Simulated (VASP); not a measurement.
Set up this calculation in VASP 6.6.1, as the native input.

```yaml
Task: single point
Functional: PBEsol
Potentials_or_basis: VASP PAW PBE potentials, release 64 (In_d, Sb)
Cutoff: 520 eV
k_mesh: 16 × 16 × 16
Occupations: gaussian, width 0.15 eV
Spin: no spin polarisation
Dipole_correction: no
Further_INCAR_settings: ALGO = Normal; EDIFF = 1e-07; NBANDS = 16
```

The structure of InSb lies in POSCAR:

```
InSb
1.0
    0.0000000000      3.2599290600      3.3903262224
    3.2599290600      0.0000000000      3.3903262224
    3.2599290600      3.2599290600      0.0000000000
In Sb
1 1
Direct
    0.0000000000      0.0000000000      0.0000000000
    0.7500000000      0.7500000000      0.7500000000
```

This cell differs from its parent crystal: strain +0.000 along x and y, +0.040 along z.

These files were run (other wordings do the same):

INCAR

```
PREC = Accurate
ENCUT = 520
EDIFF = 1E-7
ISMEAR = 0
SIGMA = 0.15
LREAL = F
LASPH = T
NELM = 100
ALGO = Normal
ISIF = 2
LWAVE = F
LCHARG = T
GGA = PS
LELF = T
LVHAR = T
NBANDS = 16
```

KPOINTS

```
regular mesh
0
Gamma
  16 16 16
```

Potentials or basis: VASP PAW PBE potentials, release 64 (In_d, Sb).

The run is started by

```console
$ cat potpaw_PBE.64/In_d/POTCAR potpaw_PBE.64/Sb/POTCAR > POTCAR
$ mpirun -np 1 vasp_std > vasp.out
```

Results of the run:

```yaml
Pressure: -1.5 GPa
Band_gap_on_the_k_mesh: zero (filled and empty bands touch)
```

Caveat: the cell differs from its parent crystal (strain +0.000 along x and y, +0.040 along z); the PAW data sets were made with another functional, which shifts forces and pressure a little; spin-orbit coupling is left out, which moves the levels of the heavy elements.

It took 5.9 min on 1 thread of Intel(R) Xeon(R) Platinum 8488C (Sapphire Rapids) (shared host), peak memory 0.53 GiB.
